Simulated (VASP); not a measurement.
# TiAl3 (Pm-3m) in VASP: single point with PBE+D3(BJ)

Aim: the single point of TiAl3 with PBE+D3(BJ).

Everything below comes from runs of VASP 6.6.1. Logs are shortened: lines on timing, memory, paths and dates and some standing lists are left out, and cuts for length are marked.

### 1 The cell of the first run

Symmetry: Pm-3m, No. 221, cubic system. Conventional cell: a = 3.924 Å, b = 3.924 Å, c = 3.924 Å, α = 90.00°, β = 90.00°, γ = 90.00°. Ti (site symmetry m-3m) has 12 Al at 2.77 Å within 3.7 Å. Within 3.7 Å of Al (site symmetry 4/mmm) lie 4 Ti at 2.77 Å and 8 Al at 2.77 Å.

### 2 Single point, PBE+D3(BJ)

Contents of INCAR:

```
PREC = Accurate
ENCUT = 500
EDIFF = 1E-6
ISMEAR = 0
SIGMA = 0.1
LREAL = F
LASPH = T
NELM = 120
ALGO = Normal
ISIF = 2
LWAVE = F
LCHARG = F
GGA = PE
IVDW = 12
NBANDS = 18
GGA_COMPAT = F
```

Contents of KPOINTS:

```
regular mesh
0
Gamma
  10 10 10
```

Contents of POSCAR:

```
TiAl3
1.0
    3.9243369935      0.0000000000      0.0000000000
    0.0000000000      3.9243369935      0.0000000000
    0.0000000000      0.0000000000      3.9243369935
Ti Al
1 3
Direct
    0.0000000000      0.0000000000      0.0000000000
    0.5000000000      0.5000000000      0.0000000000
    0.5000000000      0.0000000000      0.5000000000
    0.0000000000      0.5000000000      0.5000000000
```

Potentials or basis: VASP PAW PBE potentials, release 64 (Ti_sv, Al).

Launch:

```sh
$ cat potpaw_PBE.64/Ti_sv/POTCAR potpaw_PBE.64/Al/POTCAR > POTCAR
$ mpirun -np 1 vasp_std > vasp.out
```

OUTCAR:

```text
PREC = Accurate
   ENCUT = 500
   EDIFF = 1E-6
   ISMEAR = 0
   LREAL = F
   LASPH = T
   NELM = 120
   ISIF = 2
   GGA = PE
   IVDW = 12
 IVDW          = 12

 ion  position               nearest neighbor table
   1  0.000  0.000  0.000-   2 2.77   3 2.77   4 2.77   3 2.77   4 2.77   2 2.77   4 2.77   4 2.77
                             2 2.77   3 2.77   3 2.77   2 2.77
   2  0.500  0.500  0.000-   1 2.77   3 2.77   4 2.77   3 2.77   4 2.77   1 2.77   3 2.77   3 2.77
                             1 2.77   4 2.77   4 2.77   1 2.77
   3  0.500  0.000  0.500-   1 2.77   2 2.77   4 2.77   1 2.77   2 2.77   2 2.77   4 2.77   2 2.77
                             1 2.77   4 2.77   1 2.77   4 2.77
   4  0.000  0.500  0.500-   1 2.77   2 2.77   3 2.77   1 2.77   2 2.77   1 2.77   3 2.77   1 2.77
                             2 2.77   3 2.77   2 2.77   3 2.77

  LATTYP: Found a simple cubic cell.
 ALAT       =     3.9243369935

  Lattice vectors:

 A1 = (   3.9243369935,   0.0000000000,   0.0000000000)
 A2 = (   0.0000000000,   3.9243369935,   0.0000000000)
 A3 = (   0.0000000000,   0.0000000000,   3.9243369935)

Analysis of symmetry for initial positions (statically):
=====================================================================
 Subroutine PRICEL returns:
 Original cell was already a primitive cell.

 Routine SETGRP: Setting up the symmetry group for a
 simple cubic supercell.

 Subroutine GETGRP returns: Found 48 space group operations
 (whereof 48 operations were pure point group operations)
 out of a pool of 48 trial point group operations.

The static configuration has the point symmetry O_h .

Analysis of symmetry for dynamics (positions and initial velocities):
=====================================================================
 Subroutine PRICEL returns:
 Original cell was already a primitive cell.

 Routine SETGRP: Setting up the symmetry group for a
 simple cubic supercell.

 Subroutine GETGRP returns: Found 48 space group operations
 (whereof 48 operations were pure point group operations)
 out of a pool of 48 trial point group operations.

The dynamic configuration has the point symmetry O_h .

 Subroutine INISYM returns: Found 48 space group operations
 (whereof 48 operations are pure point group operations),
 and found     1 'primitive' translations

[... 98 lines left out ...]
   EDIFF  = 0.1E-05   stopping-criterion for ELM
   LREAL  =      F    real-space projection
   EDIFFG = 0.1E-04   stopping-criterion for IOM
   NSW    =      0    number of steps for IOM
   IBRION =     -1    ionic relax: 0-MD 1-quasi-New 2-CG
   NFREE  =      0    steps in history (QN), initial steepest desc. (CG)
   ISIF   =      2    stress and relaxation
   ISYM   =      2    0-nonsym 1-usesym 2-fastsym
   POTIM  = 0.5000    time-step for ionic-motion
   TEBEG  =    0.0;   TEEND  =   0.0 temperature during run
   PSTRESS=    0.0 pullay stress
   NELECT =      21.0000    total number of electrons
   NUPDOWN=      -1.0000    fix difference up-down
   EMIN   =  10.00;   EMAX   =-10.00  energy-range for DOS
   EFERMI =   0.00;   METHOD = LEGACY
   ISMEAR =     0;   SIGMA  =   0.10  broadening in eV -4-tet -1-fermi 0-gaus
   EFERMI_NEDOS =   21; number of points for ismear=-14 and -15
   IALGO  =     38    algorithm
   IMIX   =      4    mixing-type and parameters
     AMIX     =   0.40;   BMIX     =  1.00
     AMIX_MAG =   1.60;   BMIX_MAG =  1.00
  volume/ion in A,a.u.               =      15.11       101.96
  Fermi-wavevector in a.u.,A,eV,Ry     =   1.150928  2.174939 18.022769  1.324636
  Thomas-Fermi vector in A             =   2.287589
   LORBIT       =      0    0 simple, 1 ext, 2 COOP (PROOUT), +10 PAW based schemes
   GGA     = PE    functional components
   LHFCALC =     F    Hartree Fock is set to
   AEXX    =    0.0000 exact exchange contribution
   IVDW    =    12    specifies the selected vdW correction
   LEPSILON=     F    determine dielectric tensor
   LRPA    =     F    only Hartree local field effects (RPA)
 non-spin polarized calculation
 Gauss-broadening in eV      SIGMA  =   0.10
  energy-cutoff  :      500.00
  volume of cell :       60.44
 maximum number of plane-waves:      1568
 NGX is ok and might be reduce to    30
   NGX = 15   NGY = 15   NGZ = 15

 number of electron      20.9999995 magnetization

 Free energy of the ion-electron system (eV)
  ---------------------------------------------------
  ext. energy  EPLUGINS =         0.00000000
  ---------------------------------------------------
  free energy    TOTEN  =       -20.51693901 eV

  energy without entropy =      -20.50656846  energy(sigma->0) =      -20.51175374

 E-fermi :   9.4180     XC(G=0): -10.9262

 val. band max:        9.3997695253   @ k =   0.4000   0.2000   0.0000
 cond. band min:       9.4374508736   @ k =   0.1000   0.1000   0.1000
 fundamental gap:      0.0376813482
 Fermi energy:         9.4179855568

 k-point     1 :       0.0000    0.0000    0.0000
  band No.  band energies     occupation
      1     -47.5116      2.00000
      2     -23.8227      2.00000
      3     -23.8227      2.00000
      4     -23.8227      2.00000
      5      -1.5920      2.00000
      6       6.2368      2.00000
[... 481 lines left out ...]
      5      -0.5307      2.00000
      6       3.2259      2.00000
[... 10 lines left out ...]
     17      13.7340      0.00000
     18      15.0560      0.00000

 [... further k-points ...]

------------------------ aborting loop because EDIFF is reached ----------------------------------------

 Edisp (eV)   -1.76180

 E8    (eV) :    -0.8044

  FORCE on cell =-STRESS in cart. coord.  units (eV):
  Direction    XX          YY          ZZ          XY          YZ          ZX
  --------------------------------------------------------------------------------------
  -------------------------------------------------------------------------------------
  Total      -0.05518    -0.05518    -0.05518     0.00000     0.00000    -0.00000
  in kB      -1.46296    -1.46296    -1.46296     0.00000     0.00000    -0.00000
  external pressure =       -1.46 kB  Pullay stress =        0.00 kB

 VOLUME and BASIS-vectors are now :
 -----------------------------------------------------------------------------
  energy-cutoff  :      500.00
  volume of cell :       60.44
      direct lattice vectors                 reciprocal lattice vectors
     3.924336993  0.000000000  0.000000000     0.254820114  0.000000000  0.000000000
     0.000000000  3.924336993  0.000000000     0.000000000  0.254820114  0.000000000
     0.000000000  0.000000000  3.924336993     0.000000000  0.000000000  0.254820114

 POSITION                                       TOTAL-FORCE (eV/Angst)
 -----------------------------------------------------------------------------------
      0.00000      0.00000      0.00000         0.000000      0.000000      0.000000
      1.96217      1.96217      0.00000         0.000000      0.000000      0.000000
      1.96217      0.00000      1.96217         0.000000      0.000000      0.000000
      0.00000      1.96217      1.96217         0.000000      0.000000      0.000000
 -----------------------------------------------------------------------------------
    total drift:                                0.000000     -0.000000      0.000000

  FREE ENERGIE OF THE ION-ELECTRON SYSTEM (eV)
  ---------------------------------------------------
  free  energy   TOTEN  =       -22.2787415909 eV

  energy  without entropy=      -22.2683710432  energy(sigma->0) =      -22.27355632
```

OSZICAR:

```text
N       E                     dE             d eps       ncg     rms          rms(c)
DAV:   1     0.118070968788E+03    0.11807E+03   -0.90432E+03  2024   0.105E+03
DAV:   2    -0.144649436675E+02   -0.13254E+03   -0.12943E+03  2070   0.281E+02
DAV:   3    -0.222656800421E+02   -0.78007E+01   -0.75688E+01  3172   0.635E+01
DAV:   4    -0.224811297132E+02   -0.21545E+00   -0.21380E+00  2482   0.956E+00
DAV:   5    -0.224875593393E+02   -0.64296E-02   -0.64273E-02  3010   0.167E+00    0.114E+01
DAV:   6    -0.214401749303E+02    0.10474E+01   -0.23654E+01  2778   0.352E+01    0.758E+00
DAV:   7    -0.205958234358E+02    0.84435E+00   -0.99724E+00  2536   0.215E+01    0.342E+00
DAV:   8    -0.205748551987E+02    0.20968E-01   -0.13175E+00  2580   0.844E+00    0.187E+00
DAV:   9    -0.205166836313E+02    0.58172E-01   -0.39976E-01  2626   0.460E+00    0.249E-01
DAV:  10    -0.205186775660E+02   -0.19939E-02   -0.11348E-02  2598   0.695E-01    0.310E-01
DAV:  11    -0.205169891294E+02    0.16884E-02   -0.60630E-03  2740   0.515E-01    0.731E-02
DAV:  12    -0.205169386027E+02    0.50527E-04   -0.46454E-04  2748   0.144E-01    0.362E-02
DAV:  13    -0.205169390110E+02   -0.40831E-06   -0.60257E-06  2218   0.193E-02
   1 F= -.22278742E+02 E0= -.22273556E+02  d E =-.103705E-01
```

stdout:

```text
POSCAR found type information on POSCAR TiAl
 POSCAR found :  2 types and       4 ions
 scaLAPACK will be used
 LDA part: xc-table for (Slater+PW92), standard interpolation
 POSCAR, INCAR and KPOINTS ok, starting setup
 FFT: planning ... GRIDC
 FFT: planning ... GRID_SOFT
 FFT: planning ... GRID
 WAVECAR not read
 entering main loop
```

It took 79 s on 1 thread of Intel Xeon 8259CL, shared host; peak memory 0.21 GiB.

What came out:

```yaml
Free_energy: -22.2787 eV
Pressure: -0.1 GPa
Band_gap_on_the_k_mesh: zero (an odd number of electrons rules out a gap without spin polarisation)
Dispersion_energy_per_atom: -0.440 eV
```
